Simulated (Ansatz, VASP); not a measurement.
**HfO2 in VASP and in Ansatz**

Contents of INCAR:

```
SYSTEM = HfO2
PREC = Accurate ; ENCUT = 520
EDIFF = 1E-6 ; ISMEAR = 0
SIGMA = 0.01 ; LREAL = .FALSE.
LASPH = .TRUE. ; NELM = 100
ALGO = Normal ; ISIF = 2
LWAVE = .FALSE. ; LCHARG = .FALSE.
GGA = PE ; NBANDS = 31
```

Contents of KPOINTS:

```
Automatic mesh
0
G
  6 6 4
  0 0 0
```

Contents of POSCAR:

```
HfO2
1.0
    3.5580193300      0.0000000000      0.0000000000
    0.0000000000      3.5580193300      0.0000000000
    0.0000000000      0.0000000000      5.1718612100
Hf O
2 4
Direct
    0.5000000000      0.5000000000      0.5193353990
    0.0000000000      0.0000000000      0.0000000000
    0.0000000000      0.5000000000      0.6972078800
    0.5000000000      0.0000000000      0.8027921200
    0.5000000000      0.0000000000      0.3027921200
    0.0000000000      0.5000000000      0.1972078800
```

Input for Ansatz:

```yaml
crystal:
  lattice:
    - [3.55801933, 0.0, 0.0]
    - [0.0, 3.55801933, 0.0]
    - [0.0, 0.0, 5.17186121]
  atoms:
    - { symbol: Hf, position: [0.5, 0.5, 0.5193353989868572] }
    - { symbol: Hf, position: [0.0, 0.0, 0.0] }
    - { symbol: O, position: [0.0, 0.5, 0.69720788] }
    - { symbol: O, position: [0.5, 0.0, 0.8027921200000001] }
    - { symbol: O, position: [0.5, 0.0, 0.30279212] }
    - { symbol: O, position: [0.0, 0.5, 0.19720788] }
kpoints:
  mp_grid:
    grid: [6, 6, 4]
    shift: [0.0, 0.0, 0.0]
hamiltonian:
  xc: pbe
scf:
  occupations:
    method: fixed
output:
  forces: true
```

Alike in both runs: task single point; functional PBE; k mesh 6 × 6 × 4; no spin polarisation.

```csv
,VASP,Ansatz
version,VASP 6.6.1,Ansatz 0.2.0
potentials or method,"VASP PAW PBE potentials, release 64 (Hf_pv, O)","plane waves, PAW"
plane-wave cutoff (eV),520,420
occupations,"gaussian, width 0.01 eV",fixed
valence electrons in the cell,44,76
```

```csv
,VASP,Ansatz,Ansatz less VASP
rms of the force components (eV/Å),0.733,0.740,+0.0068
```

Atom by atom the forces differ by 0.021 eV/Å (rms over components). VASP's potentials hold 44 valence electrons a cell and Ansatz's 76, so a difference there can come from the potentials and not from the codes.

Neither program's run includes spin-orbit coupling.
